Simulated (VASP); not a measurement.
## Ta: relaxation of the atoms with PBE

The system is Ta, a slab with vacuum.

```
CELL_PARAMETERS angstrom
4.69456 0.00000 0.00000
-2.34728 4.06561 0.00000
0.00000 0.00000 17.91650
ATOMIC_POSITIONS crystal
Ta 0.16667 0.33333 0.47084
Ta 0.50000 0.00000 0.50000
Ta 0.83333 0.66667 0.52916
```

```json
{"Program": "VASP 6.6.1", "Task": "relaxation of the atoms", "Functional": "PBE", "Potentials or basis": "VASP PAW PBE potentials, release 64 (Ta_pv)", "Cutoff": "520 eV", "k mesh": "9 × 9 × 1", "Occupations": "fermi-dirac, width 0.08 eV", "Spin": "no spin polarisation", "Dipole correction": "yes", "Further INCAR settings": "ALGO = Normal; EDIFF = 1e-06; IBRION = 2; EDIFFG = -0.01; NSW = 32"}
```

- Energy gained by relaxing: 0.0 meV/atom
- Ionic steps: 2
- Largest force after relaxing: 0.006 eV/Å
- Band gap on the k mesh: zero (an odd number of electrons rules out a gap without spin polarisation)

Forces in eV/Å, atoms in the order of the input:
```
Ta   0.000  0.000 -0.006
Ta   0.000  0.000  0.000
Ta   0.000  0.000  0.006
```

Final structure:
```
Ta
1.0
     4.69456    0.00000    0.00000
    -2.34728    4.06561    0.00000
     0.00000    0.00000   17.91650
Ta
3
Direct
  0.16667 0.33333 0.47082
  0.50000 0.00000 0.50000
  0.83333 0.66667 0.52918
```

Levels at points of the mesh, in eV from the Fermi level:
```tsv
k point	band 14	band 15	band 16	band 17	band 18	band 19
(0.00, 0.00, 0.00)	-0.81	-0.75	-0.33	0.24	0.24	0.89
```

It took 6.5 min on 1 thread of Intel Xeon 8259CL, with other jobs on the host, peak memory 0.48 GiB.

Caveat: spin-orbit coupling is left out, which moves the levels of the heavy elements.
